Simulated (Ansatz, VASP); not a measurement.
# Cu: VASP beside Ansatz

File INCAR:

```
SYSTEM = Cu
ALGO = Fast
EDIFF = 1E-6
ENCUT = 520
GGA = PS
ISIF = 2
ISMEAR = 0
LASPH = .True.
LCHARG = .False.
LREAL = .False.
LWAVE = .False.
NBANDS = 18
NELM = 60
PREC = Accurate
SIGMA = 0.15
```

Contents of KPOINTS:

```
k-points
0
Gamma
  20 20 18
  0 0 0
```

Contents of POSCAR:

```
Cu
1.0
    1.0810783139     -3.9594664907      0.0000000000
    1.0810783139      3.9594664907      0.0000000000
    0.0000000000      0.0000000000      2.4675572805
Cu
2
Direct
    0.1338543804      0.8661456196      0.2500000000
    0.8661456196      0.1338543804      0.7500000000
```

Input for Ansatz:

```yaml
crystal:
  lattice:
    - [1.0810783139, -3.9594664907, 0.0]
    - [1.0810783139, 3.9594664907, 0.0]
    - [0.0, 0.0, 2.4675572805]
  atoms:
    - { symbol: Cu, position: [0.1338543804, 0.8661456196, 0.25] }
    - { symbol: Cu, position: [0.8661456196, 0.1338543804, 0.75] }
basis:
  ecutwfc: 520.0
kpoints:
  mp_grid: { grid: [20, 20, 18] }
hamiltonian:
  xc: pbesol
  pseudopotentials: { kind: paw, azcp: { folder: soft_1 } }
scf:
  occupations: { method: gaussian, width: 0.15 }
output:
  forces: true
  stress: true
  eigenvalues: true
```

Change from the starting cell: normal strain along x -0.1100, normal strain along y +0.0000.

Alike in both runs: task single point; functional PBEsol; k mesh 20 × 20 × 18; occupations gaussian, width 0.15 eV; no spin polarisation.

|  | VASP | Ansatz |
| --- | --- | --- |
| version | VASP 6.6.1 | Ansatz 0.2.0 |
| potentials or method | VASP PAW PBE potentials, release 64 (Cu), cutoff 520 eV | scalar-relativistic, plane waves, PAW |
| valence electrons in the cell | 22 | 38 |

VASP gave:

```
gap on the k mesh at the Fermi level (eV)                     : none
pressure (GPa)                                                : 28.5
traceless stress, the component that is largest in VASP (GPa) : 37.85
rms of the force components (eV/Å)                            : 0.285
```

Question: Estimate Ansatz's values.

Answer: gap on the k mesh at the Fermi level (eV): none; pressure (GPa): 27.8; traceless stress, the component that is largest in VASP (GPa): 38.09; rms of the force components (eV/Å): 0.278.

VASP's potentials were made for PBE, not for PBEsol, and Ansatz warns of the same on its side. Atom by atom the forces differ by 0.007 eV/Å (rms over components). A gap of «none» marks a metal or a gap that the smearing closes. With one functional, cell and mesh, what is left measures potentials, basis and numerics. VASP's potentials hold 22 valence electrons a cell and Ansatz's 38, so a difference there can come from the potentials and not from the codes.
